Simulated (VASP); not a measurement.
# WC: single point with LDA

WC:

```
W C
1.0
     0.00000    2.16305    2.16305
     2.16305    0.00000    2.16305
     2.16305    2.16305    0.00000
W C
1 1
Cartesian
  0.0000 0.0000 0.0000
  2.1630 2.1630 2.1630
```

```yaml
Program: VASP 6.6.1
Task: single point
Functional: LDA
Potentials_or_basis: VASP PAW LDA potentials, release 64 (W_sv, C)
Cutoff: 600 eV
k_mesh: 10 × 10 × 10
Occupations: fermi-dirac, width 0.05 eV
Spin: no spin polarisation
Dipole_correction: no
Further_INCAR_settings: ALGO = Normal; EDIFF = 1e-06; NBANDS = 16
```

| Quantity | Value |
| --- | --- |
| Pressure | 1.1 GPa |
| Band gap on the k mesh | zero (bands 9 and 10 overlap by 3.37 eV) |

Levels at points of the mesh, in eV from the Fermi level:
```csv
k point,band 5,band 6,band 7,band 8,band 9,band 10,band 11,band 12,band 13,band 14
"(0.00, 0.00, 0.00)",-16.02,-2.96,-2.96,-2.96,-1.15,-1.15,-1.15,-1.06,-1.06,7.09
"(0.50, 0.00, 0.00)",-11.06,-10.14,-6.90,-6.90,1.06,1.06,2.44,5.05,9.15,9.15
"(0.50, 0.50, 0.00)",-13.79,-6.13,-5.63,-2.55,-2.55,0.87,2.37,2.37,5.82,7.88
```

Run time: 11 s on 1 thread of Intel(R) Xeon(R) 6975P-C (Granite Rapids), on a shared host, peak memory 0.14 GiB.

Caveat: spin-orbit coupling is left out, which moves the levels of the heavy elements.
